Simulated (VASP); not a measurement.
Input of a VASP 6.6.1 run:

INCAR

```
PREC     = Accurate       # precision mode
ENCUT    = 520            # plane-wave cutoff, eV
EDIFF    = 1E-6           # SCF threshold, eV
ISMEAR   = -1             # smearing method
SIGMA    = 0.02           # smearing width, eV
LREAL    = F              # projectors in reciprocal space
LASPH    = T              # aspherical terms in the spheres
NELM     = 100            # most SCF steps
ALGO     = Normal         # electronic algorithm
ISIF     = 2              # what is computed and relaxed
LWAVE    = F              # write WAVECAR
LCHARG   = F              # write CHGCAR
GGA      = PE             # functional
NBANDS   = 35             # bands
```

KPOINTS

```
regular mesh
0
Gamma
  12 12 2
```

POSCAR

```
WS2
1.0
    3.1699446835      0.0000000000      0.0000000000
   -1.5849723417      2.7452526245      0.0000000000
    0.0000000000      0.0000000000     13.0644580739
W S
2 4
Direct
    0.3333333333      0.6666666667      0.2500000000
    0.6666666667      0.3333333333      0.7500000000
    0.3333333333      0.6666666667      0.6301605128
    0.6666666667      0.3333333333      0.1301605128
    0.3333333333      0.6666666667      0.8698394872
    0.6666666667      0.3333333333      0.3698394872
```

Potentials or basis: VASP PAW PBE potentials, release 64 (W_sv, S).

The run is started by

```sh
$ cat potpaw_PBE.64/W_sv/POTCAR potpaw_PBE.64/S/POTCAR > POTCAR
$ mpirun -np 1 vasp_std > vasp.out
```

Predict the largest force.

0.197 eV/Å.

Predict the band gap on the k mesh.

1.28 eV (least direct gap 1.81 eV).

Predict the pressure.

2.5 GPa.

Stress tensor (GPa, compression positive):
```
2.38 0.00 0.00
0.00 2.38 0.00
0.00 0.00 2.68
```

Caveat: the cell differs from its parent crystal (uniaxial z strain +4.6%); spin-orbit coupling is left out, which moves the levels of the heavy elements; this functional lacks dispersion, which binds layers or chains, so the pressure and a relaxed spacing across them are unreliable. A k mesh can miss the band edges.
